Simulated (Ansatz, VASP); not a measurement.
## MoS2: VASP beside Ansatz

File INCAR:

```
SYSTEM = MoS2
ALGO = Normal
EDIFF = 1E-7
ENCUT = 520
GGA = CA
ISIF = 2
ISMEAR = -1
LASPH = .True.
LCHARG = .False.
LREAL = .False.
LWAVE = .False.
NBANDS = 20
NELM = 100
PREC = Accurate
SIGMA = 0.1
```

The input KPOINTS:

```
k-points
0
Gamma
  10 10 5
  0 0 0
```

The input POSCAR:

```
MoS2
1.0
    3.1727467183      0.0000000000      0.0000000000
   -1.5863733592      2.7476867784      0.0000000000
    0.0000000000      0.0000000000      6.2054583099
Mo S
1 2
Direct
    0.0000000000      0.0000000000      0.5000000000
    0.3333333333      0.6666666667      0.2553200000
    0.6666666667      0.3333333333      0.7446800000
```

Input for Ansatz:

```yaml
crystal:
  lattice:
    - [3.1727467183136056, 0.0, 0.0]
    - [-1.5863733591568028, 2.7476867784439802, 0.0]
    - [0.0, 0.0, 6.205458309925788]
  atoms:
    - { symbol: Mo, position: [0.0, 0.0, 0.5] }
    - { symbol: S, position: [0.3333333333333333, 0.6666666666666666, 0.25532] }
    - { symbol: S, position: [0.6666666666666666, 0.3333333333333333, 0.74468] }
basis:
  ecutwfc: 550.0
kpoints:
  mp_grid:
    grid: [10, 10, 5]
hamiltonian:
  xc: lda
  pseudopotentials:
    kind: paw
scf:
  max_iter: 60
  occupations:
    method: fermi_dirac
output:
  stress: true
```

Alike in both runs: task single point; functional LDA; k mesh 10 × 10 × 5; no spin polarisation.

|  | VASP | Ansatz |
| --- | --- | --- |
| version | VASP 6.6.1 | Ansatz 0.2.0 |
| potentials or method | VASP PAW LDA potentials, release 64 (Mo_sv, S), cutoff 520 eV | plane waves, PAW |
| occupations | fermi-dirac, width 0.1 eV | fermi-dirac |
| valence electrons in the cell | 26 | 26 |

|  | VASP | Ansatz | Ansatz less VASP |
| --- | --- | --- | --- |
| pressure (GPa) | 1.4 | 1.2 | -0.13 |
| traceless stress, the component that is largest in VASP (GPa) | 2.92 | 2.91 | -0.018 |

LDA's correlation is that of Perdew and Zunger in VASP and of Perdew and Wang (1992) in Ansatz. Ansatz's warnings: structure snapped to symmetry.
